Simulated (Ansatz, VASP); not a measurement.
# MgO in VASP and in Ansatz

Contents of INCAR:

```
SYSTEM = MgO
ALGO = Normal ; EDIFF = 1E-6
ENCUT = 520 ; GGA = PE
ISIF = 2 ; ISMEAR = 0
LASPH = .TRUE. ; LCHARG = .FALSE.
LREAL = .FALSE. ; LWAVE = .FALSE.
NBANDS = 11 ; NELM = 80
PREC = Accurate ; SIGMA = 0.01
```

Contents of KPOINTS:

```
k-points
0
G
  6 6 6
  0 0 0
```

Contents of POSCAR:

```
MgO
1.0
    0.0000000000      2.1085000000      2.1085000000
    2.1085000000      0.0000000000      2.1085000000
    2.1085000000      2.1085000000      0.0000000000
Mg O
1 1
Direct
    0.0000000000      0.0000000000      0.0500000000
    0.5000000000      0.5000000000      0.5000000000
```

Input for Ansatz:

```yaml
crystal:
  lattice:
    - [0.0, 2.1085, 2.1085]
    - [2.1085, 0.0, 2.1085]
    - [2.1085, 2.1085, 0.0]
  atoms:
    - { symbol: Mg, position: [0.0, 0.0, 0.05] }
    - { symbol: O, position: [0.5, 0.5, 0.5] }
kpoints:
  mp_grid:
    grid: [6, 6, 6]
    shift: [0.0, 0.0, 0.0]
scf:
  occupations:
    method: fixed
output:
  forces: true
```

Alike in both runs: task single point; functional PBE; k mesh 6 × 6 × 6; no spin polarisation.

|  | VASP | Ansatz |
| --- | --- | --- |
| version | VASP 6.6.1 | Ansatz 0.2.0 |
| potentials or method | VASP PAW PBE potentials, release 64 (Mg, O) | plane waves, PAW |
| plane-wave cutoff (eV) | 520 | 420 |
| occupations | gaussian, width 0.01 eV | fixed |
| valence electrons in the cell | 8 | 16 |

|  | VASP | Ansatz | Ansatz less VASP |
| --- | --- | --- | --- |
| gap on the k mesh at the Fermi level (eV) | 4.68 | 4.70 | +0.016 |
| rms of the force components (eV/Å) | 0.484 | 0.477 | -0.0072 |

Atom by atom the forces differ by 0.007 eV/Å (rms over components). VASP's potentials hold 8 valence electrons a cell and Ansatz's 16, so a difference there can come from the potentials and not from the codes.

The k mesh is coarse, so the values compare programs but aren't converged.
